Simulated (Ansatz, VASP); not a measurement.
## One calculation of NaI, two programs

INCAR

```
  ALGO = Normal
  EDIFF = 1E-6
  ENCUT = 520
  GGA_COMPAT = F
  ISIF = 2
  ISMEAR = 0
  LASPH = T
  LCHARG = F
  LNONCOLLINEAR = T
  LORBIT = 11
  LORBMOM = T
  LREAL = F
  LSORBIT = T
  LWAVE = F
  MAGMOM = 0 0 0 0 0 0
  NBANDS = 26
  NELM = 150
  PREC = Accurate
  SIGMA = 0.01
```

KPOINTS

```
k-points
0
Gamma
  6 6 6
```

File POSCAR:

```
NaI
1.0
    0.0000000000      3.1467426210      3.1467426210
    3.1467426210      0.0000000000      3.1467426210
    3.1467426210      3.1467426210      0.0000000000
Na I
1 1
Direct
    0.0000000000      0.0000000000      0.0000000000
    0.5000000000      0.5000000000      0.5000000000
```

Input for Ansatz:

```yaml
crystal:
  lattice:
    - [0.0, 3.14674262099, 3.14674262099]
    - [3.14674262099, 0.0, 3.14674262099]
    - [3.14674262099, 3.14674262099, 0.0]
  atoms:
    - { symbol: Na, position: [0.0, 0.0, 0.0] }
    - { symbol: I, position: [0.5, 0.5, 0.5] }
kpoints:
  mp_grid: { grid: [6, 6, 6] }
scf:
  occupations: { method: fixed }
  convergence: { dr2_threshold: 1.0e-10 }
hamiltonian:
  xc: lda
  pseudopotentials: { kind: all_electron, lapw: { basis_error: 0.0005 } }
magnetization:
  noncollinear: true
  spin_orbit: true
output:
  forces: true
  stress: true
  eigenstates:
    kpoints:
      - [0.0, 0.0, 0.0]
      - [0.0, -0.5, -0.5]
      - [-0.5, 0.0, -0.5]
      - [-0.5, -0.5, 0.0]
      - [-0.5, 0.0, 0.0]
      - [0.0, -0.5, 0.0]
      - [0.0, 0.0, -0.5]
      - [-0.5, -0.5, -0.5]
  eigenvalues: true
```

Alike in both runs: task single point; functional LDA; k mesh 6 × 6 × 6; non-collinear spin, spin-orbit coupling.

|  | VASP | Ansatz |
| --- | --- | --- |
| version | VASP 6.6.1 | Ansatz 0.2.0 |
| potentials or method | VASP PAW LDA potentials, release 64 (Na_pv, I), cutoff 520 eV | all-electron LAPW |
| occupations | gaussian, width 0.01 eV | fixed |

```tsv
	VASP	Ansatz	Ansatz less VASP
pressure (GPa)	-0.2	-0.3	-0.08
net moment per atom (μB)	0.00	0.00	0.000
```

LDA's correlation is that of Perdew and Zunger in VASP and of Perdew and Wang (1992) in Ansatz. Ansatz ran all-electron here, and VASP with PAW potentials.
